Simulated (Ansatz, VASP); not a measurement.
Li in VASP and in Ansatz

INCAR

```
SYSTEM = Li
PREC = Accurate ; ENCUT = 600
EDIFF = 1E-6 ; ISMEAR = -1
SIGMA = 0.05 ; LREAL = .FALSE.
LASPH = .TRUE. ; NELM = 60
ALGO = Fast ; ISIF = 3
LWAVE = .FALSE. ; LCHARG = .FALSE.
GGA = PS ; IBRION = 2
NSW = 60 ; EDIFFG = -0.01
```

Contents of KPOINTS:

```
regular mesh
0
G
  10 10 5
  0 0 0
```

File POSCAR:

```
Li
1.0
    3.1110000000      0.0000000000      0.0000000000
   -1.5555000000      2.6942050312      0.0000000000
    0.0000000000      0.0000000000      5.0930000000
Li
2
Direct
    0.6666666667      0.3333333333      0.7500000000
    0.3333333333      0.6666666667      0.2500000000
```

input.yaml

```yaml
crystal:
  lattice:
    - [3.111, 0.0, 0.0]
    - [-1.5555, 2.6942050312, 0.0]
    - [0.0, 0.0, 5.093]
  atoms:
    - { symbol: Li, position: [0.6666666667, 0.3333333333, 0.75] }
    - { symbol: Li, position: [0.3333333333, 0.6666666667, 0.25] }
hamiltonian:
  xc: pbesol
  pseudopotentials: { kind: paw }
kpoints:
  mp_grid: { grid: [10, 10, 5] }
scf:
  occupations: { method: fermi_dirac, width: 0.05 }
output:
  forces: true
  stress: true
  eigenvalues: true
relax:
  f_tol: 0.01
  max_steps: 40
  cell: { stress_tol: 0.05 }
```

Alike in both runs: task relaxation of cell and atoms; functional PBEsol; k mesh 10 × 10 × 5; occupations fermi-dirac, width 0.05 eV; no spin polarisation.

|  | VASP | Ansatz |
| --- | --- | --- |
| version | VASP 6.6.1 | Ansatz 0.2.0 |
| potentials or method | VASP PAW PBE potentials, release 64 (Li_sv) | Ansatz PAW |
| plane-wave cutoff (eV) | 600 | 420 |
| valence electrons in the cell | 6 | 6 |

Ansatz gave:

* gap on the k mesh at the Fermi level, each at its own relaxed structure (eV): none
* relaxed volume (Å³/atom): 20.14
* relaxed length of the cell vector where the two differ most in proportion (Å): 3.059

Question: What did VASP give for the same quantities?

Answer: gap on the k mesh at the Fermi level, each at its own relaxed structure (eV): none; relaxed volume (Å³/atom): 19.93; relaxed length of the cell vector where the two differ most in proportion (Å): 3.046.

VASP's potentials were made for PBE, not for PBEsol. A gap of «none» marks a metal or a gap that the smearing closes.

Noted on VASP's run: the cutoff is under 1.25 times that of the potentials, so the pressure is a little rough. Noted on Ansatz's run: the plane-wave basis is chosen anew once the cell has moved, so the energies of steps on either side of that aren't comparable.
